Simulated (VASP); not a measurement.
Write the native input for VASP 6.6.1 that does the following.

```
Task                   : single point
Functional             : r2SCAN
Potentials or basis    : VASP PAW PBE potentials, release 64 (Sr_sv, Cu, Ge_d)
Cutoff                 : 520 eV
k mesh                 : 12 × 12 × 10
Occupations            : fermi-dirac, width 0.15 eV
Spin                   : no spin polarisation
Dipole correction      : no
Further INCAR settings : ALGO = Normal; EDIFF = 1e-06; NBANDS = 24
```

The system is SrCuGe.

```
Sr Cu Ge
1.0
     4.18502    0.00000    0.00000
    -2.09251    3.62433    0.00000
     0.00000    0.00000    4.61245
Sr Cu Ge
1 1 1
Direct
  0.66667 0.33333 0.00000
  0.00000 0.00000 0.50000
  0.33333 0.66667 0.50000
```

The input as run:

POSCAR

```
SrCuGe
1.0
    4.1850161101      0.0000000000      0.0000000000
   -2.0925080551      3.6243302666      0.0000000000
    0.0000000000      0.0000000000      4.6124512997
Sr Cu Ge
1 1 1
Direct
    0.6666666667      0.3333333333      0.0000000000
    0.0000000000      0.0000000000      0.5000000000
    0.3333333333      0.6666666667      0.5000000000
```

INCAR.step1

```
SYSTEM = SrCuGe
ALGO = Normal ; EDIFF = 1E-4
ENCUT = 520 ; GGA = PE
ISMEAR = -1 ; LASPH = .TRUE.
LCHARG = .FALSE. ; LREAL = .FALSE.
LWAVE = .TRUE. ; NBANDS = 24
NELM = 100 ; PREC = Accurate
SIGMA = 0.15
```

INCAR.step2

```
SYSTEM = SrCuGe
ALGO = Normal ; EDIFF = 1E-6
ENCUT = 520 ; ISIF = 2
ISMEAR = -1 ; ISTART = 1
LASPH = .TRUE. ; LCHARG = .FALSE.
LMIXTAU = .TRUE. ; LREAL = .FALSE.
LWAVE = .FALSE. ; METAGGA = R2SCAN
NBANDS = 24 ; NELM = 100
PREC = Accurate ; SIGMA = 0.15
```

KPOINTS

```
k-points
0
G
  12 12 10
  0 0 0
```

Potentials or basis: VASP PAW PBE potentials, release 64 (Sr_sv, Cu, Ge_d).

Launch:

```bash
$ cat potpaw_PBE.64/Sr_sv/POTCAR potpaw_PBE.64/Cu/POTCAR potpaw_PBE.64/Ge_d/POTCAR > POTCAR
$ cp INCAR.step1 INCAR
$ mpirun -np 1 vasp_std > vasp.out
$ cp INCAR.step2 INCAR
$ mpirun -np 1 vasp_std > vasp.out
```

It gave:

```
Pressure : 0.1 GPa
```

Caveat: the PAW data sets were made with another functional, which shifts forces and pressure a little.

Run time: 5.8 min on 1 thread of Intel(R) Xeon(R) Platinum 8488C (Sapphire Rapids) (shared host), peak memory 0.36 GiB.
